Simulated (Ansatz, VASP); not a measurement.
PtSe2: VASP beside Ansatz

File INCAR:

```
SYSTEM = PtSe2
PREC     = Accurate       ! precision mode
ENCUT    = 520            ! plane-wave cutoff, eV
EDIFF    = 1E-7           ! SCF threshold, eV
ISMEAR   = 0              ! smearing method
SIGMA    = 0.1            ! smearing width, eV
LREAL    = .False.        ! projectors in reciprocal space
LASPH    = .True.         ! aspherical terms in the spheres
NELM     = 150            ! most SCF steps
ALGO     = Normal         ! electronic algorithm
ISIF     = 2              ! what is computed and relaxed
LWAVE    = .False.        ! write WAVECAR
LCHARG   = .False.        ! write CHGCAR
ISPIN    = 2              ! spin polarisation
MAGMOM   = 1 0 0          ! initial moments
LORBIT   = 11             ! projections on sites
LMAXMIX  = 4              ! l up to which the mixer works
GGA      = PE             ! functional
NBANDS   = 22             ! bands
```

Contents of KPOINTS:

```
Automatic mesh
0
Gamma
  6 6 6
  0 0 0
```

File POSCAR:

```
PtSe2
1.0
    5.0310631640      0.0000000000      0.0000000000
   -2.5155315820      4.3570285082      0.0000000000
    0.0000000000      0.0000000000      3.1981993121
Pt Se
1 2
Direct
    0.0000000000      0.0000000000      0.0000000000
    0.3333333333      0.6666666667      0.5000000000
    0.6666666667      0.3333333333      0.5000000000
```

Input for Ansatz:

```yaml
crystal:
  lattice:
    - [5.031063164, 0.0, 0.0]
    - [-2.515531582, 4.3570285082, 0.0]
    - [0.0, 0.0, 3.1981993121]
  atoms:
    - { symbol: Pt, position: [0.0, 0.0, 0.0], spin: 1.0 }
    - { symbol: Se, position: [0.3333333333, 0.6666666667, 0.5] }
    - { symbol: Se, position: [0.6666666667, 0.3333333333, 0.5] }
basis:
  ecutwfc: 420
kpoints:
  mp_grid: { grid: [6, 6, 6] }
hamiltonian:
  xc: pbe
scf:
  occupations: { method: gaussian, width: 0.1 }
  lower_state_search: "off"
output:
  forces: true
  stress: true
  eigenvalues: true
  populations: true
magnetization:
  spin_polarized: true
```

Alike in both runs: task single point; functional PBE; k mesh 6 × 6 × 6; occupations gaussian, width 0.1 eV; collinear spin.

|  | VASP | Ansatz |
| --- | --- | --- |
| version | VASP 6.6.1 | Ansatz 0.2.0 |
| potentials or method | VASP PAW PBE potentials, release 64 (Pt, Se), cutoff 520 eV | scalar-relativistic, plane waves, PAW |
| valence electrons in the cell | 22 | 50 |

Ansatz gave:

| Item | Value |
| --- | --- |
| gap on the k mesh at the Fermi level (eV) | none |
| pressure (GPa) | -13.1 |
| traceless stress, the component that is largest in VASP (GPa) | -2.38 |
| net moment per atom (μB) | 0.00 |

Q: Estimate VASP's values.

A: gap on the k mesh at the Fermi level (eV): none; pressure (GPa): -13.1; traceless stress, the component that is largest in VASP (GPa): -2.37; net moment per atom (μB): 0.00.

A gap of «none» marks a metal or a gap that the smearing closes. VASP's potentials hold 22 valence electrons a cell and Ansatz's 50, so a difference there can come from the potentials and not from the codes. Ansatz's warnings: seeded moment not kept.

Spin-orbit coupling is off throughout.
